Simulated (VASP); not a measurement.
A run of VASP 6.6.1 is set up as follows.

INCAR

```
SYSTEM = V
ALGO     = Normal         ! electronic algorithm
EDIFF    = 1E-6           ! SCF threshold, eV
ENCUT    = 500            ! plane-wave cutoff, eV
GGA      = PE             ! functional
GGA_COMPAT= .FALSE.      
ISIF     = 2              ! what is computed and relaxed
ISMEAR   = -1             ! smearing method
ISPIN    = 2              ! spin polarisation
LASPH    = .TRUE.         ! aspherical terms in the spheres
LCHARG   = .FALSE.        ! write CHGCAR
LMAXMIX  = 4              ! l up to which the mixer works
LORBIT   = 11             ! projections on sites
LREAL    = .FALSE.        ! projectors in reciprocal space
LWAVE    = .FALSE.        ! write WAVECAR
MAGMOM   = 2              ! initial moments
NBANDS   = 16             ! bands
NELM     = 200            ! most SCF steps
PREC     = Accurate       ! precision mode
SIGMA    = 0.003          ! smearing width, eV
```

File KPOINTS:

```
k-points
0
G
  11 11 11
  0 0 0
```

The input POSCAR:

```
V
1.0
   -1.5136500000      1.5136500000      1.5136500000
    1.5136500000     -1.5136500000      1.5136500000
    1.5136500000      1.5136500000     -1.5136500000
V
1
Direct
    0.0000000000      0.0000000000      0.0000000000
```

Potentials or basis: VASP PAW PBE potentials, release 64 (V_sv).

Launch:

```sh
$ cat potpaw_PBE.64/V_sv/POTCAR > POTCAR
$ mpirun -np 1 vasp_std > vasp.out
```

Task: Predict the net moment.

Result: 0.00 μB per cell.

Task: Predict the pressure.

Result: -5.4 GPa.

Caveat: the cell stands under tension; the moments typed at the start vanished in this run.
